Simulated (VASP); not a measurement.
# Li in VASP: further runs, part 2 of 2

VASP 6.6.1. The steps go on from the part before.

## (3) Single point, PBE

Input file INCAR:

```
  ALGO = Normal
  EDIFF = 1E-7
  ENCUT = 520
  GGA = PE
  ISIF = 2
  ISMEAR = 0
  LASPH = True
  LCHARG = False
  LREAL = False
  LWAVE = False
  NBANDS = 14
  NELM = 100
  PREC = Accurate
  SIGMA = 0.1
```

Input file KPOINTS:

```
k-points
0
Gamma
  10 10 14
```

Input file POSCAR:

```
Li
1.0
    2.5161259415     -5.2851534786      0.0000000000
    2.5161259415      5.2851534786      0.0000000000
    0.0000000000      0.0000000000      3.0595404369
Li
4
Direct
    0.1300566521      0.8699433479     -0.0000027653
    0.6300566521      0.3699433479      0.5000027653
    0.8699433479      0.1300566521      1.0000027653
    0.3699433479      0.6300566521      0.4999972347
```

Potentials or basis: VASP PAW PBE potentials, release 64 (Li_sv).

The run is started by

```console
cat potpaw_PBE.64/Li_sv/POTCAR > POTCAR
mpirun -np 1 vasp_std > vasp.out
```

OUTCAR:

```text
EDIFF = 1E-7
   ENCUT = 520
   GGA = PE
   ISIF = 2
   ISMEAR = 0
   LASPH = True
   LREAL = False
   NELM = 100
   PREC = Accurate

 ion  position               nearest neighbor table
   1  0.130  0.870  1.000-
   2  0.630  0.370  0.500-
   3  0.870  0.130  0.000-
   4  0.370  0.630  0.500-

  LATTYP: Found a base centered orthorhombic cell.
 ALAT       =     5.0322518830
 B/A-ratio  =     2.1005122961
 C/A-ratio  =     0.6079863465

  Lattice vectors:

 A1 = (   2.5161259415,  -5.2851534786,   0.0000000000)
 A2 = (   2.5161259415,   5.2851534786,   0.0000000000)
 A3 = (   0.0000000000,   0.0000000000,   3.0595404369)

Analysis of symmetry for initial positions (statically):
=====================================================================
 Subroutine PRICEL returns:
 Original cell was already a primitive cell.

 Routine SETGRP: Setting up the symmetry group for a
 base centered orthorhombic supercell.

 Subroutine GETGRP returns: Found  8 space group operations
 (whereof  4 operations were pure point group operations)
 out of a pool of  8 trial point group operations.

The static configuration has the point symmetry C_2h.
 The point group associated with its full space group is D_2h.

Analysis of symmetry for dynamics (positions and initial velocities):
=====================================================================
 Subroutine PRICEL returns:
 Original cell was already a primitive cell.

 Routine SETGRP: Setting up the symmetry group for a
 base centered orthorhombic supercell.

 Subroutine GETGRP returns: Found  8 space group operations
 (whereof  4 operations were pure point group operations)
 out of a pool of  8 trial point group operations.

The dynamic configuration has the point symmetry C_2h.
 The point group associated with its full space group is D_2h.

 Subroutine INISYM returns: Found  8 space group operations
 (whereof  4 operations are pure point group operations),
 and found     1 'primitive' translations

----------------------------------------------------------------------------------------

                                     Primitive cell

  volume of cell :      81.3722

  direct lattice vectors                    reciprocal lattice vectors
     2.516125941 -5.285153479  0.000000000     0.198718193 -0.094604632  0.000000000
     2.516125941  5.285153479  0.000000000     0.198718193  0.094604632  0.000000000
     0.000000000  0.000000000  3.059540437     0.000000000  0.000000000  0.326846473

  length of vectors
     5.853523473  5.853523473  3.059540437     0.220088520  0.220088520  0.326846473

  position of ions in fractional coordinates (direct lattice)
     0.130056652  0.869943348  0.999997235
     0.630056652  0.369943348  0.500002765
     0.869943348  0.130056652  0.000002765
     0.369943348  0.630056652  0.499997235

  ion indices of the primitive-cell ions
   primitive index   ion index
                 1           1
                 2           2
                 3           3
[... 52 lines left out ...]
  0.300000  0.300000  0.000000      2.000000
  0.400000  0.300000  0.000000      4.000000
 [... further k-points ...]
   k-points           NKPTS =    248   k-points in BZ     NKDIM =    248   number of bands    NBANDS=     14
   number of dos      NEDOS =    301   number of ions     NIONS =      4
   total plane-waves  NPLWV =  55296
   dimension x,y,z NGX =    48 NGY =   48 NGZ =   24
   dimension x,y,z NGXF=    96 NGYF=   96 NGZF=   48
   ions per type =               4
   NGX,Y,Z   is equivalent  to a cutoff of  13.63, 13.63, 13.04 a.u.
   NGXF,Y,Z  is equivalent  to a cutoff of  27.26, 27.26, 26.08 a.u.
 SYSTEM =  unknown system
   PREC   = accura    normal or accurate (medium, high low for compatibility)
   ISTART =      0    job   : 0-new  1-cont  2-samecut
   ICHARG =      2    charge: 1-file 2-atom 10-const
   ISPIN  =      1    spin polarized calculation?
   LNONCOLLINEAR =      F non collinear calculations
   LSORBIT =      F    spin-orbit coupling
   LASPH  =      T    aspherical Exc in radial PAW
   ENCUT  =  520.0 eV  38.22 Ry    6.18 a.u.  10.88 10.88  5.69*2*pi/ulx,y,z
   NELM   =    100;   NELMIN=  2; NELMDL= -5     # of ELM steps
   EDIFF  = 0.1E-06   stopping-criterion for ELM
   LREAL  =      F    real-space projection
   EDIFFG = 0.1E-05   stopping-criterion for IOM
   NSW    =      0    number of steps for IOM
   IBRION =     -1    ionic relax: 0-MD 1-quasi-New 2-CG
   NFREE  =      0    steps in history (QN), initial steepest desc. (CG)
   ISIF   =      2    stress and relaxation
   ISYM   =      2    0-nonsym 1-usesym 2-fastsym
   POTIM  = 0.5000    time-step for ionic-motion
   TEBEG  =    0.0;   TEEND  =   0.0 temperature during run
   PSTRESS=    0.0 pullay stress
   NELECT =      12.0000    total number of electrons
   NUPDOWN=      -1.0000    fix difference up-down
   EMIN   =  10.00;   EMAX   =-10.00  energy-range for DOS
   EFERMI =   0.00;   METHOD = LEGACY
   ISMEAR =     0;   SIGMA  =   0.10  broadening in eV -4-tet -1-fermi 0-gaus
   EFERMI_NEDOS =   21; number of points for ismear=-14 and -15
   IALGO  =     38    algorithm
   IMIX   =      4    mixing-type and parameters
     AMIX     =   0.40;   BMIX     =  1.00
     AMIX_MAG =   1.60;   BMIX_MAG =  1.00
  volume/ion in A,a.u.               =      20.34       137.28
  Fermi-wavevector in a.u.,A,eV,Ry     =   0.864921  1.634464 10.178364  0.748089
  Thomas-Fermi vector in A             =   1.983089
   LORBIT       =      0    0 simple, 1 ext, 2 COOP (PROOUT), +10 PAW based schemes
   GGA     = PE    functional components
   LHFCALC =     F    Hartree Fock is set to
   AEXX    =    0.0000 exact exchange contribution
   IVDW    =     0    specifies the selected vdW correction
   LEPSILON=     F    determine dielectric tensor
   LRPA    =     F    only Hartree local field effects (RPA)
 non-spin polarized calculation
 Gauss-broadening in eV      SIGMA  =   0.10
  energy-cutoff  :      520.00
  volume of cell :       81.37
 maximum number of plane-waves:      2210
 NGX is ok and might be reduce to    48
   NGX = 21   NGY = 21   NGZ = 11

 number of electron      12.0000011 magnetization

 Free energy of the ion-electron system (eV)
  ---------------------------------------------------
  ext. energy  EPLUGINS =         0.00000000
  ---------------------------------------------------
  free energy    TOTEN  =        -7.47860321 eV

  energy without entropy =       -7.46969766  energy(sigma->0) =       -7.47415044

 E-fermi :   0.5903     XC(G=0):  -7.0327

 val. band max:        0.5892191699   @ k =  -0.3000   0.2000   0.0000
 cond. band min:       0.5923998246   @ k =   0.5000   0.4000   0.1429
 fundamental gap:      0.0031806547
 Fermi energy:         0.5902512524

 k-point     1 :       0.0000    0.0000    0.0000
  band No.  band energies     occupation
      1     -46.0017      2.00000
      2     -45.9823      2.00000
      3     -45.9746      2.00000
      4     -45.9731      2.00000
      5      -2.9314      2.00000
      6       0.1587      2.00000
      7       1.6694      0.00000
      8       1.9793      0.00000
      9       2.9061      0.00000
     10       4.0447      0.00000
     11       4.0509      0.00000
     12       9.0131      0.00000
     13      11.2344      0.00000
     14      12.2756      0.00000
[... 377 lines left out ...]
      1     -45.9898      2.00000
      2     -45.9868      2.00000
      3     -45.9861      2.00000
      4     -45.9690      2.00000
      5      -1.7219      2.00000
      6      -1.3023      2.00000
      7      -0.8136      2.00000
      8       2.8233      0.00000
      9       4.2402      0.00000
     10       5.7716      0.00000
     11       6.8550      0.00000
     12       8.1225      0.00000
     13      10.1446      0.00000
     14      10.4430      0.00000

 [... further k-points ...]

------------------------ aborting loop because EDIFF is reached ----------------------------------------

  FORCE on cell =-STRESS in cart. coord.  units (eV):
  Direction    XX          YY          ZZ          XY          YZ          ZX
  --------------------------------------------------------------------------------------
  -------------------------------------------------------------------------------------
  Total       -0.0373272     -0.0549449     -0.0389668      0.0000000      0.0000000      0.0000000
  in kB       -0.7349539     -1.0818373     -0.7672373      0.0000000      0.0000000      0.0000000
  external PRESSURE =      -0.8613428 kB  Pullay stress =       0.0000000 kB

 VOLUME and BASIS-vectors are now :
 -----------------------------------------------------------------------------
  energy-cutoff  :      520.00
  volume of cell :       81.37
      direct lattice vectors                 reciprocal lattice vectors
     2.516125941 -5.285153479  0.000000000     0.198718193 -0.094604632  0.000000000
     2.516125941  5.285153479  0.000000000     0.198718193  0.094604632  0.000000000
     0.000000000  0.000000000  3.059540437     0.000000000  0.000000000  0.326846473

 POSITION                                       TOTAL-FORCE (eV/Angst)
 -----------------------------------------------------------------------------------
      2.51613      3.91041      3.05953         0.000000     -0.002595      0.000005
      2.51613     -1.37474      1.52978         0.000000     -0.002595     -0.000005
      2.51613     -3.91041      0.00001         0.000000      0.002595     -0.000005
      2.51613      1.37474      1.52976         0.000000      0.002595      0.000005
 -----------------------------------------------------------------------------------
    total drift:                                0.000000     -0.000000      0.000000

  FREE ENERGIE OF THE ION-ELECTRON SYSTEM (eV)
  ---------------------------------------------------
  free  energy   TOTEN  =        -7.4786032118 eV

  energy  without entropy=       -7.4696976634  energy(sigma->0) =       -7.47415044
```

Wall time 2.5 min (1 thread of AMD EPYC 9R45 (Zen 5), shared host); peak memory 0.31 GiB.

Results:

| Property | Result |
| --- | --- |
| Free energy | -7.4786 eV |
| Band gap on the k mesh | zero (bands 6 and 7 overlap by 3.05 eV) |

Forces on the atoms (eV/Å):
```
Li   0.000 -0.003  0.000
Li   0.000 -0.003  0.000
Li   0.000  0.003  0.000
Li   0.000  0.003  0.000
```

Caveat: the cutoff is under 1.25 times the usual one of these potentials, so pressure, stress and relaxed cells hold a basis-set (Pulay) error.
